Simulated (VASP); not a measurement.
# MgO (Fm-3m) in VASP: notebook, part 2 of 2

VASP 6.6.1. Earlier steps stand in the parts before.

### Step 4. Single point, r2SCAN

POSCAR reads:

```
MgO
1.0
    0.0000000000      2.1921000000      2.1921000000
    2.1921000000      0.0000000000      2.1921000000
    2.1921000000      2.1921000000      0.0000000000
Mg O
1 1
Direct
    0.0000000000      0.0000000000      0.0000000000
    0.5000000000      0.5000000000      0.5000000000
```

INCAR.step1 reads:

```
ALGO     = Normal         # electronic algorithm
EDIFF    = 1E-5           # SCF threshold, eV
ENCUT    = 660            # plane-wave cutoff, eV
GGA      = PE             # functional
GGA_COMPAT= False        
ISMEAR   = -1             # smearing method
LASPH    = True           # aspherical terms in the spheres
LCHARG   = False          # write CHGCAR
LREAL    = False          # projectors in reciprocal space
LWAVE    = True           # write WAVECAR
NBANDS   = 11             # bands
NELM     = 120            # most SCF steps
PREC     = Accurate       # precision mode
SIGMA    = 0.02           # smearing width, eV
```

INCAR.step2 reads:

```
ALGO     = Normal         # electronic algorithm
EDIFF    = 1E-6           # SCF threshold, eV
ENCUT    = 660            # plane-wave cutoff, eV
GGA_COMPAT= False        
ISIF     = 2              # what is computed and relaxed
ISMEAR   = -1             # smearing method
ISTART   = 1            
LASPH    = True           # aspherical terms in the spheres
LCHARG   = False          # write CHGCAR
LMIXTAU  = True         
LREAL    = False          # projectors in reciprocal space
LWAVE    = False          # write WAVECAR
METAGGA  = R2SCAN         # meta-GGA
NBANDS   = 11             # bands
NELM     = 120            # most SCF steps
PREC     = Accurate       # precision mode
SIGMA    = 0.02           # smearing width, eV
```

KPOINTS reads:

```
k-points
0
Gamma
  9 9 9
```

Potentials or basis: VASP PAW PBE potentials, release 64 (Mg, O).

Command:

```bash
> cat potpaw_PBE.64/Mg/POTCAR potpaw_PBE.64/O/POTCAR > POTCAR
> cp INCAR.step1 INCAR
> mpirun -np 1 vasp_std > vasp.out
> cp INCAR.step2 INCAR
> mpirun -np 1 vasp_std > vasp.out
```

OUTCAR:

```text
EDIFF = 1E-6
   ENCUT = 660
   ISIF = 2
   ISMEAR = -1
   ISTART = 1
   LASPH = True
   LREAL = False
   METAGGA = R2SCAN
   NELM = 120
   PREC = Accurate

 ion  position               nearest neighbor table
   1  0.000  0.000  0.000-   2 2.19   2 2.19   2 2.19   2 2.19   2 2.19   2 2.19
   2  0.500  0.500  0.500-   1 2.19   1 2.19   1 2.19   1 2.19   1 2.19   1 2.19

  LATTYP: Found a face centered cubic cell.
 ALAT       =     4.3842000000

  Lattice vectors:

 A1 = (   0.0000000000,   2.1921000000,   2.1921000000)
 A2 = (   2.1921000000,   0.0000000000,   2.1921000000)
 A3 = (   2.1921000000,   2.1921000000,   0.0000000000)

Analysis of symmetry for initial positions (statically):
=====================================================================
 Subroutine PRICEL returns:
 Original cell was already a primitive cell.

 Routine SETGRP: Setting up the symmetry group for a
 face centered cubic supercell.

 Subroutine GETGRP returns: Found 48 space group operations
 (whereof 48 operations were pure point group operations)
 out of a pool of 48 trial point group operations.

The static configuration has the point symmetry O_h .

Analysis of symmetry for dynamics (positions and initial velocities):
=====================================================================
 Subroutine PRICEL returns:
 Original cell was already a primitive cell.

 Routine SETGRP: Setting up the symmetry group for a
 face centered cubic supercell.

 Subroutine GETGRP returns: Found 48 space group operations
 (whereof 48 operations were pure point group operations)
 out of a pool of 48 trial point group operations.

The dynamic configuration has the point symmetry O_h .

 Subroutine INISYM returns: Found 48 space group operations
 (whereof 48 operations are pure point group operations),
 and found     1 'primitive' translations

----------------------------------------------------------------------------------------

                                     Primitive cell

[... 117 lines left out ...]
   AEXX    =    0.0000 exact exchange contribution
   IVDW    =     0    specifies the selected vdW correction
   LEPSILON=     F    determine dielectric tensor
   LRPA    =     F    only Hartree local field effects (RPA)
 non-spin polarized calculation
  energy-cutoff  :      660.00
  volume of cell :       21.07
 maximum number of plane-waves:       869
 NGX is ok and might be reduce to    28
   NGX = 13   NGY = 13   NGZ = 13

 number of electron       8.0000000 magnetization

 Free energy of the ion-electron system (eV)
  ---------------------------------------------------
  ext. energy  EPLUGINS =         0.00000000
  ---------------------------------------------------
  free energy    TOTEN  =       -16.01241978 eV

  energy without entropy =      -16.01241978  energy(sigma->0) =      -16.01241978

 E-fermi :   2.4351     XC(G=0): -10.9898

 val. band max:        1.9493831418   @ k =   0.0000   0.0000   0.0000
 cond. band min:       6.4273675730   @ k =   0.0000   0.0000   0.0000
 fundamental gap:      4.4779844312
 Fermi energy:         2.4350981696

 k-point     1 :       0.0000    0.0000    0.0000
  band No.  band energies     occupation
      1     -15.6818      2.00000
      2       1.9494      2.00000
      3       1.9494      2.00000
      4       1.9494      2.00000
      5       6.4274      0.00000
      6      18.0719      0.00000
      7      18.0719      0.00000
      8      18.0719      0.00000
      9      21.8836      0.00000
     10      23.5300      0.00000
     11      23.5300      0.00000
[... 309 lines left out ...]
 k-point    24 :       0.4444    0.4444    0.0000
  band No.  band energies     occupation
      1     -14.5343      2.00000
      2      -1.6152      2.00000
      3       0.7704      2.00000
      4       0.7704      2.00000
      5      11.6859      0.00000
      6      11.8859      0.00000
      7      14.9600      0.00000
      8      20.4114      0.00000
      9      20.4114      0.00000
     10      26.5124      0.00000
     11      28.2933      0.00000

 [... further k-points ...]

------------------------ aborting loop because EDIFF is reached ----------------------------------------

  FORCE on cell =-STRESS in cart. coord.  units (eV):
  Direction    XX          YY          ZZ          XY          YZ          ZX
  --------------------------------------------------------------------------------------
  -------------------------------------------------------------------------------------
  Total       -2.2969604     -2.2969604     -2.2969604      0.0000000     -0.0000000     -0.0000000
  in kB     -174.6839496   -174.6839496   -174.6839496      0.0000000     -0.0000000     -0.0000000
  external PRESSURE =    -174.6839496 kB  Pullay stress =       0.0000000 kB

 VOLUME and BASIS-vectors are now :
 -----------------------------------------------------------------------------
  energy-cutoff  :      660.00
  volume of cell :       21.07
      direct lattice vectors                 reciprocal lattice vectors
     0.000000000  2.192100000  2.192100000    -0.228091784  0.228091784  0.228091784
     2.192100000  0.000000000  2.192100000     0.228091784 -0.228091784  0.228091784
     2.192100000  2.192100000  0.000000000     0.228091784  0.228091784 -0.228091784

 POSITION                                       TOTAL-FORCE (eV/Angst)
 -----------------------------------------------------------------------------------
      0.00000      0.00000      0.00000         0.000000      0.000000      0.000000
      2.19210      2.19210      2.19210        -0.000000     -0.000000     -0.000000
 -----------------------------------------------------------------------------------
    total drift:                                0.000000      0.000000      0.000000

  FREE ENERGIE OF THE ION-ELECTRON SYSTEM (eV)
  ---------------------------------------------------
  free  energy   TOTEN  =       -16.0124197755 eV

  energy  without entropy=      -16.0124197755  energy(sigma->0) =      -16.01241978
```

Run time: 55 s. Hardware: 1 thread of Intel Xeon Platinum 8259CL at 2.50GHz (Skylake/Cascade Lake), shared host; peak memory 0.17 GiB.

Results:

| Property | Result |
| --- | --- |
| Free energy | -16.0124 eV |
| Pressure | -17.5 GPa |
| Band gap on the k mesh | 4.48 eV |

Levels at points of the mesh, in eV from the valence-band top:
| k point | band 1 | band 2 | band 3 | band 4 | band 5 | band 6 | band 7 | band 8 | band 9 |
| --- | --- | --- | --- | --- | --- | --- | --- | --- | --- |
| (0.00, 0.00, 0.00) | -17.63 | 0.00 | 0.00 | 0.00 | 4.48 | 16.12 | 16.12 | 16.12 | 19.93 |

Caveat: the cell stands under tension; the PAW data sets were made with another functional, which shifts forces and pressure a little.

### Step 5. Single point, r2SCAN

POSCAR is that of step 4.

INCAR.step1 reads:

```
SYSTEM = MgO
PREC = Accurate
ENCUT = 660
ISMEAR = 0
SIGMA = 0.01
LREAL = .FALSE.
LASPH = .TRUE.
NELM = 120
NBANDS = 11
GGA = PE
ALGO = Normal
EDIFF = 1E-5
LWAVE = .TRUE.
LCHARG = .FALSE.
GGA_COMPAT = .FALSE.
```

INCAR.step2 reads:

```
SYSTEM = MgO
PREC = Accurate
ENCUT = 660
EDIFF = 1E-6
ISMEAR = 0
SIGMA = 0.01
LREAL = .FALSE.
LASPH = .TRUE.
NELM = 120
ALGO = Normal
ISIF = 2
LWAVE = .FALSE.
LCHARG = .FALSE.
METAGGA = R2SCAN
LMIXTAU = .TRUE.
NBANDS = 11
ISTART = 1
GGA_COMPAT = .FALSE.
```

KPOINTS reads:

```
Automatic mesh
0
G
  9 9 9
  0 0 0
```

Potentials or basis: VASP PAW PBE potentials, release 64 (Mg, O).

Command:

```bash
> cat potpaw_PBE.64/Mg/POTCAR potpaw_PBE.64/O/POTCAR > POTCAR
> cp INCAR.step1 INCAR
> mpirun -np 1 vasp_std > vasp.out
> cp INCAR.step2 INCAR
> mpirun -np 1 vasp_std > vasp.out
```

OUTCAR:

```text
SYSTEM = MgO
   PREC = Accurate
   ENCUT = 660
   EDIFF = 1E-6
   ISMEAR = 0
   LREAL = .FALSE.
   LASPH = .TRUE.
   NELM = 120
   ISIF = 2
   METAGGA = R2SCAN
   ISTART = 1

 ion  position               nearest neighbor table
   1  0.000  0.000  0.000-   2 2.19   2 2.19   2 2.19   2 2.19   2 2.19   2 2.19
   2  0.500  0.500  0.500-   1 2.19   1 2.19   1 2.19   1 2.19   1 2.19   1 2.19

  LATTYP: Found a face centered cubic cell.
 ALAT       =     4.3842000000

  Lattice vectors:

[... 525 lines left out ...]

  FORCE on cell =-STRESS in cart. coord.  units (eV):
  Direction    XX          YY          ZZ          XY          YZ          ZX
  --------------------------------------------------------------------------------------
  -------------------------------------------------------------------------------------
  Total       -2.2969604     -2.2969604     -2.2969604     -0.0000000      0.0000000      0.0000000
  in kB     -174.6839494   -174.6839494   -174.6839494     -0.0000000      0.0000000      0.0000000
  external PRESSURE =    -174.6839494 kB  Pullay stress =       0.0000000 kB

 VOLUME and BASIS-vectors are now :
 -----------------------------------------------------------------------------
  energy-cutoff  :      660.00
  volume of cell :       21.07
      direct lattice vectors                 reciprocal lattice vectors
     0.000000000  2.192100000  2.192100000    -0.228091784  0.228091784  0.228091784
     2.192100000  0.000000000  2.192100000     0.228091784 -0.228091784  0.228091784
     2.192100000  2.192100000  0.000000000     0.228091784  0.228091784 -0.228091784

 POSITION                                       TOTAL-FORCE (eV/Angst)
 -----------------------------------------------------------------------------------
      0.00000      0.00000      0.00000         0.000000      0.000000      0.000000
      2.19210      2.19210      2.19210        -0.000000     -0.000000     -0.000000
 -----------------------------------------------------------------------------------
    total drift:                                0.000000      0.000000      0.000000

  FREE ENERGIE OF THE ION-ELECTRON SYSTEM (eV)
  ---------------------------------------------------
  free  energy   TOTEN  =       -16.0124197755 eV

  energy  without entropy=      -16.0124197755  energy(sigma->0) =      -16.01241978
```

OSZICAR.step1:

```text
N       E                     dE             d eps       ncg     rms          rms(c)
DAV:   1     0.254548367434E+02    0.25455E+02   -0.49843E+03   810   0.773E+02
DAV:   2    -0.122424136306E+02   -0.37697E+02   -0.36096E+02   901   0.154E+02
DAV:   3    -0.134013832444E+02   -0.11590E+01   -0.11576E+01   935   0.256E+01
DAV:   4    -0.134045073690E+02   -0.31241E-02   -0.31241E-02   836   0.150E+00
DAV:   5    -0.134045172737E+02   -0.99047E-05   -0.99047E-05   902   0.856E-02    0.715E+00
DAV:   6    -0.118737950818E+02    0.15307E+01   -0.98520E+00   803   0.165E+01    0.248E+00
DAV:   7    -0.118493422738E+02    0.24453E-01   -0.99491E-02   839   0.254E+00    0.137E+00
DAV:   8    -0.118416653792E+02    0.76769E-02   -0.39368E-02   791   0.218E+00    0.289E-01
DAV:   9    -0.118411277610E+02    0.53762E-03   -0.68111E-04   869   0.188E-01    0.167E-01
DAV:  10    -0.118410372445E+02    0.90517E-04   -0.64032E-04   827   0.198E-01    0.859E-03
DAV:  11    -0.118410374323E+02   -0.18781E-06   -0.52049E-06   512   0.164E-02
   1 F= -.11841037E+02 E0= -.11841037E+02  d E =-.121433-135
```

Wall time 55 s (1 thread of Intel Xeon Platinum 8259CL at 2.50GHz (Skylake/Cascade Lake), shared host); peak memory 0.17 GiB.

Results:

```yaml
Free_energy: -16.0124 eV
Pressure: -17.5 GPa
Band_gap_on_the_k_mesh: 4.48 eV
```

Levels at points of the mesh, in eV from the valence-band top:
| k point | band 1 | band 2 | band 3 | band 4 | band 5 | band 6 | band 7 | band 8 |
| --- | --- | --- | --- | --- | --- | --- | --- | --- |
| (0.00, 0.00, 0.00) | -17.63 | 0.00 | 0.00 | 0.00 | 4.48 | 16.12 | 16.12 | 16.12 |

Caveat: the cell stands under tension; the PAW data sets were made with another functional, which shifts forces and pressure a little. r2SCAN opens gaps a little over a GGA but as a rule still falls short of measured ones.

### Step 6. Summary

```tsv
k mesh	smearing	gap on the mesh (eV)	pressure (GPa)
5 × 5 × 5	fermi-dirac 0.02 eV	4.48	-17.5
9 × 9 × 9	fermi-dirac 0.02 eV	4.48	-17.5
9 × 9 × 9	gaussian 0.01 eV	4.48	-17.5
```

Alike in all rows: task single point; level r2SCAN; potentials or basis VASP PAW PBE potentials, release 64 (Mg, O); no spin polarisation; cell as given; cutoff (eV) 660.

Caveats: some runs use coarse meshes; the PAW data sets were made with another functional, which shifts forces and pressure a little; the cell stands under tension (at least some runs).

Total energies depend on the potentials used, so only differences within one code and one set of settings carry meaning.
